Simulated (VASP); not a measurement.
Input of a VASP 6.6.1 run:

The input INCAR:

```
ALGO     = Normal         # electronic algorithm
EDIFF    = 1E-6           # SCF threshold, eV
EDIFFG   = -0.04          # ionic threshold
ENCUT    = 600            # plane-wave cutoff, eV
GGA      = PE             # functional
IBRION   = 2              # ionic algorithm
ISIF     = 3              # what is computed and relaxed
ISMEAR   = 0              # smearing method
LASPH    = T              # aspherical terms in the spheres
LCHARG   = F              # write CHGCAR
LREAL    = F              # projectors in reciprocal space
LWAVE    = F              # write WAVECAR
NELM     = 60             # most SCF steps
NSW      = 90             # ionic steps
PREC     = Accurate       # precision mode
SIGMA    = 0.1            # smearing width, eV
```

Contents of KPOINTS:

```
k-points
0
Gamma
  4 4 4
```

Contents of POSCAR:

```
Sc3W
1.0
    4.4780675100      0.0000000000      0.0000000000
    0.0000000000      4.4780675100      0.0000000000
    0.0000000000      0.0000000000      4.4780675100
Sc W
3 1
Direct
    0.5000000000      0.0000000000      0.5000000000
    0.0000000000      0.5000000000      0.5000000000
    0.5000000000      0.5000000000      0.0000000000
    0.0000000000      0.0000000000      0.0000000000
```

Potentials or basis: VASP PAW PBE potentials, release 64 (Sc_sv, W_sv).

The run is started by

```bash
$ cat potpaw_PBE.64/Sc_sv/POTCAR potpaw_PBE.64/W_sv/POTCAR > POTCAR
$ mpirun -np 1 vasp_std > vasp.out
```

**Question.** What does it give for the band gap on the k mesh?

**Answer.** Zero (an odd number of electrons rules out a gap without spin polarisation).

**Question.** Estimate the relaxed cell.

**Answer.** a = 4.370 Å, b = 4.370 Å, c = 4.370 Å, α = 90.00°, β = 90.00°, γ = 90.00°.

**Question.** Estimate the relaxed volume.

**Answer.** 20.87 Å³/atom.

**Question.** Predict the space group after relaxing (to 0.1 Å).

**Answer.** Pm-3m (No. 221).

Final structure:
```yaml
crystal:
  lattice:
    - [4.37017, 0.00000, 0.00000]
    - [0.00000, 4.37017, 0.00000]
    - [0.00000, 0.00000, 4.37017]
  atoms:
    - { symbol: Sc, position: [0.50000, 0.00000, 0.50000] }
    - { symbol: Sc, position: [0.00000, 0.50000, 0.50000] }
    - { symbol: Sc, position: [0.50000, 0.50000, 0.00000] }
    - { symbol: W, position: [0.00000, 0.00000, 0.00000] }
```

Caveat: spin-orbit coupling is left out, which moves the levels of the heavy elements.
